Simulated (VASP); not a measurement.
Write the native input for VASP 6.6.1 that does the following.

```yaml
Task: single point
Functional: r2SCAN
Potentials_or_basis: VASP PAW PBE potentials, release 64 (Mg, S)
Cutoff: 520 eV
k_mesh: 6 × 6 × 4
Occupations: gaussian, width 0.01 eV
Spin: no spin polarisation
Dipole_correction: no
Further_INCAR_settings: ALGO = Normal; EDIFF = 1e-06; NBANDS = 16
```

The system is MgS.

```
Mg S
1.0
     3.57102    0.00000    0.00000
    -1.78551    3.09259    0.00000
     0.00000    0.00000    6.02186
Mg S
2 2
Direct
  0.00000 0.00000 0.00000
  0.00000 0.00000 0.50000
  0.33333 0.66667 0.25000
  0.66667 0.33333 0.75000
```

This cell differs from its parent crystal: volume changed by -6%.

The input as run:

POSCAR

```
MgS
1.0
    3.5710172953      0.0000000000      0.0000000000
   -1.7855086476      3.0925916951      0.0000000000
    0.0000000000      0.0000000000      6.0218646301
Mg S
2 2
Direct
    0.0000000000      0.0000000000      0.0000000000
    0.0000000000      0.0000000000      0.5000000000
    0.3333333333      0.6666666667      0.2500000000
    0.6666666667      0.3333333333      0.7500000000
```

INCAR.step1

```
SYSTEM = MgS
ALGO = Normal ; EDIFF = 1E-4
ENCUT = 520 ; GGA = PE
ISMEAR = 0 ; LASPH = .TRUE.
LCHARG = .FALSE. ; LREAL = .FALSE.
LWAVE = .TRUE. ; NBANDS = 16
NELM = 80 ; PREC = Accurate
SIGMA = 0.01
```

INCAR.step2

```
SYSTEM = MgS
ALGO = Normal ; EDIFF = 1E-6
ENCUT = 520 ; ISIF = 2
ISMEAR = 0 ; ISTART = 1
LASPH = .TRUE. ; LCHARG = .FALSE.
LMIXTAU = .TRUE. ; LREAL = .FALSE.
LWAVE = .FALSE. ; METAGGA = R2SCAN
NBANDS = 16 ; NELM = 80
PREC = Accurate ; SIGMA = 0.01
```

KPOINTS

```
k-points
0
G
  6 6 4
  0 0 0
```

Potentials or basis: VASP PAW PBE potentials, release 64 (Mg, S).

Command:

```sh
$ cat potpaw_PBE.64/Mg/POTCAR potpaw_PBE.64/S/POTCAR > POTCAR
$ cp INCAR.step1 INCAR
$ mpirun -np 1 vasp_std > vasp.out
$ cp INCAR.step2 INCAR
$ mpirun -np 1 vasp_std > vasp.out
```

Results of the run:

- Pressure: 5.1 GPa
- Band gap on the k mesh: 4.14 eV, indirect (least direct gap 4.96 eV)

Caveat: the PAW data sets were made with another functional, which shifts forces and pressure a little.

Wall time 40 s on 1 thread of Intel(R) Xeon(R) 6975P-C (Granite Rapids) (shared host), peak memory 0.19 GiB.
